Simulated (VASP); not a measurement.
Here is a VASP 6.6.1 calculation.

Contents of INCAR:

```
ALGO     = Normal         # electronic algorithm
EDIFF    = 1E-6           # SCF threshold, eV
ENCUT    = 600            # plane-wave cutoff, eV
GGA      = PE             # functional
GGA_COMPAT= F            
ISIF     = 2              # what is computed and relaxed
ISMEAR   = 0              # smearing method
LASPH    = T              # aspherical terms in the spheres
LCHARG   = F              # write CHGCAR
LREAL    = F              # projectors in reciprocal space
LWAVE    = F              # write WAVECAR
NBANDS   = 20             # bands
NELM     = 120            # most SCF steps
PREC     = Accurate       # precision mode
SIGMA    = 0.15           # smearing width, eV
```

KPOINTS

```
k-points
0
Gamma
  3 3 3
```

Contents of POSCAR:

```
Al2SiF2
1.0
    2.6959597923     -3.2842816466     -0.0469690702
    2.6959597923      3.2842816466     -0.0469690702
   -1.5580057899      0.0000000000      4.4925379237
Al Si F
2 1 2
Direct
    0.2270836381      0.7729163619      0.0000000000
    0.7729163619      0.2270836381      0.0000000000
    0.0000000000      0.0000000000      0.5000000000
    0.5000000000      0.5000000000      0.0000000000
    0.5000000000      0.5000000000      0.5000000000
```

Potentials or basis: VASP PAW PBE potentials, release 64 (Al, Si, F).

The run is started by

```sh
$ cat potpaw_PBE.64/Al/POTCAR potpaw_PBE.64/Si/POTCAR potpaw_PBE.64/F/POTCAR > POTCAR
$ mpirun -np 1 vasp_std > vasp.out
```

Task: Predict the pressure.

Result: 0.0 GPa.

Task: Predict the largest force.

Result: 0.060 eV/Å.

Forces in eV/Å, atoms in the order of the input:
```
Al   0.000  0.060  0.000
Al   0.000 -0.060  0.000
Si   0.000  0.000  0.000
F    0.000  0.000  0.000
F    0.000  0.000  0.000
```

Caveat: the k points lie up to 0.52 Å⁻¹ apart, too coarse for converged energies and pressures of a metal.
